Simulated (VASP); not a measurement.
Input of a VASP 6.6.1 run:

INCAR

```
PREC = Accurate
ENCUT = 520
EDIFF = 1E-6
ISMEAR = 0
SIGMA = 0.15
LREAL = False
LASPH = True
NELM = 150
ALGO = Normal
ISIF = 2
LWAVE = False
LCHARG = True
ISPIN = 2
MAGMOM = 0.7 1.54 1.54 1.54
LORBIT = 11
NUPDOWN = 5.32
LMAXMIX = 4
GGA = PS
LELF = True
LVHAR = True
NBANDS = 32
```

File KPOINTS:

```
Automatic mesh
0
Gamma
  12 12 12
```

File POSCAR:

```
TiCo3
1.0
    3.6693350640      0.0000000000      0.0000000000
    0.0000000000      3.6693350640      0.0000000000
    0.0000000000      0.0000000000      3.6693350640
Ti Co
1 3
Direct
    0.0000000000      0.0000000000      0.0000000000
    0.0000000000      0.5000000000      0.5000000000
    0.5000000000      0.0000000000      0.5000000000
    0.5000000000      0.5000000000      0.0000000000
```

Potentials or basis: VASP PAW PBE potentials, release 64 (Ti_sv, Co).

Command:

```bash
$ cat potpaw_PBE.64/Ti_sv/POTCAR potpaw_PBE.64/Co/POTCAR > POTCAR
$ mpirun -np 1 vasp_std > vasp.out
```

What does it give for the pressure?

-6.7 GPa.

Caveat: the cell stands under tension; the PAW data sets were made with another functional, which shifts forces and pressure a little; the total moment is fixed, so each spin has its own Fermi level and the state may be an excited one.
